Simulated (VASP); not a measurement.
MgO: single point with HSE06

The system is MgO.

```
Mg O
1.0
     0.00000    2.10217    2.19403
     2.10217    0.00000    2.19403
     2.10217    2.10217    0.00000
Mg O
1 1
Direct
  0.00000 0.00000 0.00000
  0.50000 0.50000 0.50000
```

This cell differs from its parent crystal: uniaxial z strain +4.4%.

```json
{
  "Program": "VASP 6.6.1",
  "Task": "single point",
  "Functional": "HSE06",
  "Potentials or basis": "VASP PAW PBE potentials, release 64 (Mg, O)",
  "Cutoff": "520 eV",
  "k mesh": "8 × 8 × 8",
  "Occupations": "gaussian, width 0.01 eV",
  "Spin": "no spin polarisation"
}
```

```yaml
Pressure: -6.7 GPa
Band_gap_on_the_k_mesh: 5.96 eV, direct
```

Stress tensor (GPa, compression positive):
```
 -4.56   0.00   0.00
  0.00  -4.56   0.00
  0.00   0.00 -10.86
```

Levels at points of the mesh, in eV from the valence-band top:
```
           k point  band 1  band 2  band 3  band 4  band 5  band 6  band 7  band 8
(0.00, 0.00, 0.00)  -18.71   -0.12   -0.12    0.00    5.96   17.17   17.61   17.61
(0.50, 0.00, 0.00)  -17.46   -4.83   -0.79   -0.71    9.32   14.31   17.41   18.33
(0.50, 0.50, 0.00)  -17.28   -4.38   -1.37   -1.37   11.02   11.41   14.48   21.03
(0.50, 0.00, 0.50)  -17.16   -4.26   -1.70   -1.39   10.58   11.33   15.04   20.10
```

Wall time 40 min on 1 thread of Intel(R) Xeon(R) Platinum 8488C (Sapphire Rapids) (shared host), peak memory 0.27 GiB.

Caveat: the cell differs from its parent crystal (uniaxial z strain +4.4%); the PAW data sets were made with another functional, which shifts forces and pressure a little.
